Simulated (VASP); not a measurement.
# CaO (Fm-3m) in VASP: settings compared, part 2 of 2

VASP 6.6.1. The steps go on from the part before.

## 3. Single point, PBE

Input file INCAR:

```
PREC = Accurate
ENCUT = 600
EDIFF = 1E-6
ISMEAR = -1
SIGMA = 0.1
LREAL = False
LASPH = True
NELM = 120
ALGO = Normal
ISIF = 2
LWAVE = False
LCHARG = False
GGA = PE
NBANDS = 15
GGA_COMPAT = False
```

Input file KPOINTS:

```
Automatic mesh
0
Gamma
  6 6 6
```

Input file POSCAR:

```
CaO
1.0
    0.0000000000      2.4005208800      2.4005208800
    2.4005208800      0.0000000000      2.4005208800
    2.4005208800      2.4005208800      0.0000000000
Ca O
1 1
Direct
    0.0000000000      0.0000000000      0.0000000000
    0.5000000000      0.5000000000      0.5000000000
```

Potentials or basis: VASP PAW PBE potentials, release 64 (Ca_sv, O).

The run is started by

```
$ cat potpaw_PBE.64/Ca_sv/POTCAR potpaw_PBE.64/O/POTCAR > POTCAR
$ mpirun -np 1 vasp_std > vasp.out
```

Run time: 21 s. Hardware: 1 thread of AMD EPYC 7R13, shared host; peak memory 0.13 GiB.

Results (log left out):

```yaml
Free_energy: -12.8020 eV
Pressure: 2.5 GPa
Band_gap_on_the_k_mesh: 3.63 eV, indirect (least direct gap 4.01 eV)
```

Levels at points of the mesh, in eV from the valence-band top:
```
           k point  band 6  band 7  band 8  band 9  band 10  band 11
(0.00, 0.00, 0.00)    0.00    0.00    0.00    4.74     6.23     6.23
(0.50, 0.00, 0.00)   -2.65   -1.21   -1.21    7.07     8.37     8.37
(0.50, 0.50, 0.00)   -1.30   -0.37   -0.37    3.63     8.07     8.91
```

A k mesh can miss the band edges. PBE gaps usually lie below the measured ones, often by a third to a half.

## 4. Single point, PBE

Input file INCAR:

```
SYSTEM = CaO
ALGO = Normal
EDIFF = 1E-6
ENCUT = 600
GGA = PE
GGA_COMPAT = .False.
ISIF = 2
ISMEAR = -4
LASPH = .True.
LCHARG = .False.
LREAL = .False.
LWAVE = .False.
NBANDS = 15
NELM = 120
PREC = Accurate
SIGMA = 0.1
```

Input file KPOINTS:

```
k-points
0
Gamma
  6 6 6
  0 0 0
```

POSCAR is that of step 3.

Potentials or basis: VASP PAW PBE potentials, release 64 (Ca_sv, O).

The run is started by

```
$ cat potpaw_PBE.64/Ca_sv/POTCAR potpaw_PBE.64/O/POTCAR > POTCAR
$ mpirun -np 1 vasp_std > vasp.out
```

OUTCAR:

```text
SYSTEM = CaO
   EDIFF = 1E-6
   ENCUT = 600
   GGA = PE
   ISIF = 2
   ISMEAR = -4
   LASPH = .True.
   LREAL = .False.
   NELM = 120
   PREC = Accurate

 ion  position               nearest neighbor table
   1  0.000  0.000  0.000-   2 2.40   2 2.40   2 2.40   2 2.40   2 2.40   2 2.40
   2  0.500  0.500  0.500-   1 2.40   1 2.40   1 2.40   1 2.40   1 2.40   1 2.40

  LATTYP: Found a face centered cubic cell.
 ALAT       =     4.8010417600

  Lattice vectors:

 A1 = (   0.0000000000,   2.4005208800,   2.4005208800)
 A2 = (   2.4005208800,   0.0000000000,   2.4005208800)
 A3 = (   2.4005208800,   2.4005208800,   0.0000000000)

Analysis of symmetry for initial positions (statically):
=====================================================================
 Subroutine PRICEL returns:
 Original cell was already a primitive cell.

 Routine SETGRP: Setting up the symmetry group for a
 face centered cubic supercell.

 Subroutine GETGRP returns: Found 48 space group operations
 (whereof 48 operations were pure point group operations)
 out of a pool of 48 trial point group operations.

[... 168 lines left out ...]
      5     -13.1709      2.00000
      6       2.3682      2.00000
      7       2.3682      2.00000
      8       2.3682      2.00000
      9       7.1090      0.00000
     10       8.6020      0.00000
     11       8.6020      0.00000
     12       8.6020      0.00000
     13      10.1116      0.00000
     14      10.1116      0.00000
[... 257 lines left out ...]
      2     -16.5324      2.00000
      3     -16.4034      2.00000
      4     -16.3433      2.00000
      5     -12.6331      2.00000
      6       1.1574      2.00000
      7       1.2908      2.00000
      8       1.5592      2.00000
      9       7.3963      0.00000
     10      10.0536      0.00000
     11      10.7288      0.00000
     12      11.9290      0.00000
     13      12.0908      0.00000
     14      15.3264      0.00000
     15      16.0652      0.00000

------------------------ aborting loop because EDIFF is reached ----------------------------------------

  FORCE on cell =-STRESS in cart. coord.  units (eV):
  Direction    XX          YY          ZZ          XY          YZ          ZX
  --------------------------------------------------------------------------------------
  -------------------------------------------------------------------------------------
  Total        0.4326125      0.4326125      0.4326125      0.0000000      0.0000000      0.0000000
  in kB       25.0531983     25.0531983     25.0531983      0.0000000      0.0000000      0.0000000
  external PRESSURE =      25.0531983 kB  Pullay stress =       0.0000000 kB

 VOLUME and BASIS-vectors are now :
 -----------------------------------------------------------------------------
  energy-cutoff  :      600.00
  volume of cell :       27.67
      direct lattice vectors                 reciprocal lattice vectors
     0.000000000  2.400520880  2.400520880    -0.208288128  0.208288128  0.208288128
     2.400520880  0.000000000  2.400520880     0.208288128 -0.208288128  0.208288128
     2.400520880  2.400520880  0.000000000     0.208288128  0.208288128 -0.208288128

 POSITION                                       TOTAL-FORCE (eV/Angst)
 -----------------------------------------------------------------------------------
      0.00000      0.00000      0.00000        -0.000000     -0.000000     -0.000000
      2.40052      2.40052      2.40052         0.000000      0.000000      0.000000
 -----------------------------------------------------------------------------------
    total drift:                                0.000000      0.000000      0.000000

  FREE ENERGIE OF THE ION-ELECTRON SYSTEM (eV)
  ---------------------------------------------------
  free  energy   TOTEN  =       -12.8019530388 eV

  energy  without entropy=      -12.8019530388  energy(sigma->0) =      -12.80195304
```

OSZICAR:

```text
N       E                     dE             d eps       ncg     rms          rms(c)
DAV:   1     0.137378927257E+03    0.13738E+03   -0.91181E+03   480   0.122E+03
DAV:   2    -0.823172599082E+01   -0.14561E+03   -0.13701E+03   627   0.313E+02
DAV:   3    -0.143169047990E+02   -0.60852E+01   -0.60510E+01   557   0.656E+01
DAV:   4    -0.145102851566E+02   -0.19338E+00   -0.19327E+00   695   0.996E+00
DAV:   5    -0.145128402467E+02   -0.25551E-02   -0.25551E-02   545   0.101E+00    0.856E+00
DAV:   6    -0.128766536816E+02    0.16362E+01   -0.50702E+00   544   0.220E+01    0.358E+00
DAV:   7    -0.128054687771E+02    0.71185E-01   -0.41559E-01   551   0.665E+00    0.180E+00
DAV:   8    -0.128029131068E+02    0.25557E-02   -0.76801E-02   613   0.299E+00    0.425E-01
DAV:   9    -0.128013132385E+02    0.15999E-02   -0.49426E-03   487   0.587E-01    0.110E-01
DAV:  10    -0.128019783801E+02   -0.66514E-03   -0.76344E-04   586   0.251E-01    0.419E-02
DAV:  11    -0.128019535488E+02    0.24831E-04   -0.56310E-05   564   0.875E-02    0.803E-03
DAV:  12    -0.128019530388E+02    0.51004E-06   -0.78327E-06   571   0.260E-02
   1 F= -.12801953E+02 E0= -.12801953E+02  d E =0.000000E+00
```

stdout:

```text
POSCAR found type information on POSCAR CaO
 POSCAR found :  2 types and       2 ions
 scaLAPACK will be used
 LDA part: xc-table for (Slater+PW92), standard interpolation
 POSCAR, INCAR and KPOINTS ok, starting setup
 FFT: planning ... GRIDC
 FFT: planning ... GRID_SOFT
 FFT: planning ... GRID
 WAVECAR not read
 entering main loop
```

It took 21 s on 1 thread of AMD EPYC 7R13, shared host; peak memory 0.13 GiB.

What came out:

```yaml
Free_energy: -12.8020 eV
Pressure: 2.5 GPa
Band_gap_on_the_k_mesh: 3.63 eV, indirect (least direct gap 4.01 eV)
```

Levels at points of the mesh, in eV from the valence-band top:
```
           k point  band 6  band 7  band 8  band 9  band 10  band 11
(0.00, 0.00, 0.00)    0.00    0.00    0.00    4.74     6.23     6.23
(0.50, 0.00, 0.00)   -2.65   -1.21   -1.21    7.07     8.37     8.37
(0.50, 0.50, 0.00)   -1.30   -0.37   -0.37    3.63     8.07     8.91
```

A k mesh can miss the band edges.

## 5. Single point, PBE

Input file INCAR:

```
SYSTEM = CaO
PREC = Accurate ; ENCUT = 600
EDIFF = 1E-6 ; ISMEAR = 1
SIGMA = 0.001 ; LREAL = .FALSE.
LASPH = .TRUE. ; NELM = 120
ALGO = Normal ; ISIF = 2
LWAVE = .FALSE. ; LCHARG = .FALSE.
GGA = PE ; NBANDS = 15
GGA_COMPAT = .FALSE.
```

Input file KPOINTS:

```
regular mesh
0
G
  6 6 6
  0 0 0
```

POSCAR is that of step 4.

The run is started by

```
$ cat potpaw_PBE.64/Ca_sv/POTCAR potpaw_PBE.64/O/POTCAR > POTCAR
$ mpirun -np 1 vasp_std > vasp.out
```

Wall time 21 s (1 thread of AMD EPYC 7R13, shared host); peak memory 0.13 GiB.

The run converged. Its results:

- Free energy: -12.8020 eV
- Pressure: 2.5 GPa
- Band gap on the k mesh: 3.63 eV, indirect (least direct gap 4.01 eV)

Levels at points of the mesh, in eV from the valence-band top:
```
           k point  band 4  band 5  band 6  band 7  band 8  band 9  band 10  band 11  band 12  band 13
(0.00, 0.00, 0.00)  -18.38  -15.54    0.00    0.00    0.00    4.74     6.23     6.23     6.23     7.74
(0.50, 0.00, 0.00)  -18.44  -14.33   -2.65   -1.21   -1.21    7.07     8.37     8.37     8.53    10.45
(0.50, 0.50, 0.00)  -18.62  -15.30   -1.30   -0.37   -0.37    3.63     8.07     8.91     9.56     9.56
```

A k mesh can miss the band edges.

## 6. Single point, RPBE

Input file INCAR:

```
SYSTEM = CaO
PREC = Accurate
ENCUT = 600
EDIFF = 1E-6
ISMEAR = -1
SIGMA = 0.1
LREAL = .FALSE.
LASPH = .TRUE.
NELM = 120
ALGO = Normal
ISIF = 2
LWAVE = .FALSE.
LCHARG = .FALSE.
GGA = RP
NBANDS = 15
GGA_COMPAT = .FALSE.
```

KPOINTS is that of step 5.

POSCAR is that of step 5.

Potentials or basis: VASP PAW PBE potentials, release 64 (Ca_sv, O).

The run is started by

```
$ cat potpaw_PBE.64/Ca_sv/POTCAR potpaw_PBE.64/O/POTCAR > POTCAR
$ mpirun -np 1 vasp_std > vasp.out
```

It took 23 s on 1 thread of AMD EPYC 7R13, shared host; peak memory 0.13 GiB.

The run converged. Its results:

| Item | Value |
| --- | --- |
| Free energy | -12.0666 eV |
| Pressure | 6.3 GPa |
| Band gap on the k mesh | 3.74 eV, indirect (least direct gap 4.12 eV) |

Levels at points of the mesh, in eV from the valence-band top:
| k point | band 4 | band 5 | band 6 | band 7 | band 8 | band 9 | band 10 | band 11 | band 12 | band 13 |
| --- | --- | --- | --- | --- | --- | --- | --- | --- | --- | --- |
| (0.00, 0.00, 0.00) | -18.49 | -15.63 | 0.00 | 0.00 | 0.00 | 4.89 | 6.30 | 6.30 | 6.30 | 7.76 |
| (0.50, 0.00, 0.00) | -18.54 | -14.44 | -2.60 | -1.20 | -1.20 | 7.13 | 8.40 | 8.40 | 8.69 | 10.44 |
| (0.50, 0.50, 0.00) | -18.71 | -15.40 | -1.28 | -0.37 | -0.37 | 3.74 | 8.09 | 8.90 | 9.55 | 9.55 |

Caveat: the PAW data sets were made with another functional, which shifts forces and pressure a little.

## 7. Single point, PBE+D4

Input file INCAR:

```
ALGO = Normal
EDIFF = 1E-6
ENCUT = 600
GGA = PE
GGA_COMPAT = False
ISIF = 2
ISMEAR = -1
IVDW = 13
LASPH = True
LCHARG = True
LELF = True
LREAL = False
LVHAR = True
LWAVE = False
NBANDS = 15
NELM = 120
PREC = Accurate
SIGMA = 0.1
```

Input file KPOINTS:

```
k-points
0
Gamma
  6 6 6
```

POSCAR is that of step 6.

The run is started by

```
$ cat potpaw_PBE.64/Ca_sv/POTCAR potpaw_PBE.64/O/POTCAR > POTCAR
$ mpirun -np 1 vasp_std > vasp.out
```

Run time: 27 s. Hardware: 1 thread of AMD EPYC 7R13, shared host; peak memory 0.13 GiB.

It converged, with:

```yaml
Free_energy: -13.1299 eV
Pressure: 0.4 GPa
Band_gap_on_the_k_mesh: 3.63 eV, indirect (least direct gap 4.01 eV)
Dispersion_energy_per_atom: -0.164 eV
```

Levels at points of the mesh, in eV from the valence-band top:
```tsv
k point	band 4	band 5	band 6	band 7	band 8	band 9	band 10	band 11	band 12	band 13
(0.00, 0.00, 0.00)	-18.38	-15.54	0.00	0.00	0.00	4.74	6.23	6.23	6.23	7.74
(0.50, 0.00, 0.00)	-18.44	-14.33	-2.65	-1.21	-1.21	7.07	8.37	8.37	8.53	10.45
(0.50, 0.50, 0.00)	-18.62	-15.30	-1.30	-0.37	-0.37	3.63	8.07	8.91	9.56	9.56
```

A k mesh can miss the band edges. As with any semilocal functional, this PBE gap is likely too small.

## 8. The runs side by side

| level | k mesh | cutoff (eV) | smearing | gap on the mesh (eV) | pressure (GPa) |
| --- | --- | --- | --- | --- | --- |
| PBE | 9 × 9 × 9 | 520 | fermi-dirac 0.1 eV | 3.69 | 2.6 |
| PBE | 6 × 6 × 6 | 600 | fermi-dirac 0.1 eV | 3.63 | 2.5 |
| PBE | 6 × 6 × 6 | 600 | tetrahedron | 3.63 | 2.5 |
| PBE | 6 × 6 × 6 | 600 | methfessel-paxton 0.001 eV | 3.63 | 2.5 |
| RPBE | 6 × 6 × 6 | 600 | fermi-dirac 0.1 eV | 3.74 | 6.3 |
| PBE+D4 | 6 × 6 × 6 | 600 | fermi-dirac 0.1 eV | 3.63 | 0.4 |

Alike in all rows: task single point; potentials or basis VASP PAW PBE potentials, release 64 (Ca_sv, O); no spin polarisation; cell as given.

On the cell as given the gap runs from 3.63 eV (PBE) to 3.74 eV (RPBE); the meshes differ, which moves gaps too. The pressure there spans 0.4 GPa (PBE+D4) to 6.3 GPa (RPBE); a positive pressure means that this level wants a larger cell, a negative one a smaller.

Caveats: the PAW data sets were made with another functional, which shifts forces and pressure a little (some runs).

Absolute energies hang on the potentials; compare differences alone.
